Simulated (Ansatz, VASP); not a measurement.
## Two plane-wave programs on SiNi

```xyz
4
Lattice="2.9428 0.0000 0.0000 0.0000 3.2803 0.0000 0.0000 0.0000 4.6774" Properties=species:S:1:pos:R:3 pbc="T T T"
Ni    1.4714    1.6402    1.6020
Ni    0.0000    0.0000    3.0754
Si    1.4714    1.6402    3.9438
Si    0.0000    0.0000    0.7337
```

Alike in both runs: task relaxation of cell and atoms; functional LDA; k mesh 9 × 8 × 6; occupations fermi-dirac, width 0.05 eV; collinear spin; Hubbard terms Ni d U = 3.0 eV.

|  | VASP | Ansatz |
| --- | --- | --- |
| version | VASP 6.6.1 | Ansatz 0.2.0 |
| potentials or method | VASP PAW LDA potentials, release 64 (Ni, Si) | Ansatz PAW |
| plane-wave cutoff (eV) | 600 | 420 |
| valence electrons in the cell | 28 | 44 |

```tsv
	VASP	Ansatz	Ansatz less VASP
gap on the k mesh at the Fermi level, each at its own relaxed structure (eV)	none	none	-
net moment per atom (μB)	0.00	0.00	0.000
relaxed volume (Å³/atom)	10.76	10.99	+0.228
relaxed length of the cell vector where the two differ most in proportion (Å)	3.238	3.265	+0.0271
```

LDA's correlation is that of Perdew and Zunger in VASP and of Perdew and Wang (1992) in Ansatz. The programs project onto different local orbitals, so the same U acts differently, and such runs can settle in different states. A gap of «none» marks a metal or a gap that the smearing closes. VASP's potentials hold 28 valence electrons a cell and Ansatz's 44, so a difference there can come from the potentials and not from the codes.

Noted on Ansatz's run: the magnetic or orbital state may not be the lowest; the plane-wave basis is chosen anew once the cell has moved, so the energies of steps on either side of that aren't comparable.
